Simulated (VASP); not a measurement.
## C3OF2: single point with PBE+D3(BJ)

Crystal: C3OF2.

```xyz
24
Lattice="6.5213 0.0000 0.0000 0.0000 5.3508 0.0000 -2.5630 0.0000 8.4379" Properties=species:S:1:pos:R:3 pbc="T T T"
C     4.4408    5.1590    0.7861
C     0.7990    2.4836    3.4329
C    -0.4825    0.1918    7.6519
C     3.1593    2.8672    5.0050
C     1.8226    0.8714    8.4124
C     0.8542    3.5468    4.2445
C     2.1357    4.4794    0.0256
C     3.1041    1.8040    4.1934
C     3.3206    4.1970    0.8626
C     1.9192    1.5216    3.3564
C     0.6377    1.1538    7.5753
C     2.0391    3.8292    5.0816
O     3.3785    3.2078    1.5648
O     1.8613    0.5324    2.6542
O     0.5798    2.1430    6.8731
O     2.0970    4.8184    5.7838
F     5.4911    4.9009    1.5436
F    -0.2513    2.2255    2.6753
F    -1.5328    0.4499    6.8943
F     4.2096    3.1253    5.7626
F     2.8142    1.7398    8.3021
F    -0.1374    4.4152    4.3548
F     1.1441    3.6110    0.1359
F     4.0957    0.9356    4.0831
```

```json
{"Program": "VASP 6.6.1", "Task": "single point", "Functional": "PBE", "Dispersion": "D3(BJ)", "Potentials or basis": "VASP PAW PBE potentials, release 64 (C, O, F)", "Cutoff": "520 eV", "k mesh": "4 × 4 × 2", "Occupations": "gaussian, width 0.1 eV", "Spin": "no spin polarisation"}
```

```json
{"Pressure": "3.4 GPa", "Largest force": "1.250 eV/Å", "Band gap on the k mesh": "1.73 eV (least direct gap 1.73 eV)", "Dispersion energy per atom": "-0.076 eV"}
```

Forces on the atoms (eV/Å):
```
C   -0.367 -0.144 -0.083
C    0.367 -0.144  0.083
C    0.367  0.144  0.083
C   -0.367  0.144 -0.083
C   -0.351  0.002 -0.179
C    0.351  0.002  0.179
C    0.351 -0.002  0.179
C   -0.351 -0.002 -0.179
C    0.023  0.840 -0.568
C   -0.023  0.840  0.568
C   -0.023 -0.840  0.568
C    0.023 -0.840 -0.568
O    0.055 -1.014  0.729
O   -0.055 -1.014 -0.729
O   -0.055  1.014 -0.729
O    0.055  1.014  0.729
F    0.495 -0.147  0.378
F   -0.495 -0.147 -0.378
F   -0.495  0.147 -0.378
F    0.495  0.147  0.378
F    0.504  0.397 -0.050
F   -0.504  0.397  0.050
F   -0.504 -0.397  0.050
F    0.504 -0.397 -0.050
```

Stress tensor (GPa, compression positive):
```
3.11 0.00 1.10
0.00 4.45 0.00
1.10 0.00 2.58
```

Levels at points of the mesh, in eV from the valence-band top:
```csv
k point,band 62,band 63,band 64,band 65,band 66,band 67
"(0.00, 0.00, 0.00)",-0.44,-0.10,-0.08,1.96,2.48,4.54
"(0.50, 0.00, 0.00)",-0.47,-0.08,-0.02,1.96,2.44,5.17
"(0.00, 0.50, 0.00)",-0.50,-0.08,-0.08,1.77,1.77,5.18
"(0.50, 0.50, 0.00)",-0.49,-0.02,-0.02,1.75,1.75,5.15
"(0.00, 0.00, 0.50)",-0.51,-0.09,-0.09,2.25,2.25,5.16
"(0.50, 0.00, 0.50)",-0.47,-0.05,-0.05,2.23,2.23,5.25
"(0.00, 0.50, 0.50)",-0.47,-0.09,-0.09,1.74,1.74,5.19
"(0.50, 0.50, 0.50)",-0.48,-0.01,-0.01,1.73,1.73,5.15
```

It took 9 min on 1 thread of Intel(R) Xeon(R) Platinum 8259CL CPU @ 2.50GHz (Skylake/Cascade Lake) (shared host), peak memory 0.5 GiB.

Caveat: the cell stands under pressure; forces of over 1 eV/Å act on the atoms, so gaps and moduli don't describe the material at rest. PBE gaps usually lie below the measured ones, often by a third to a half.
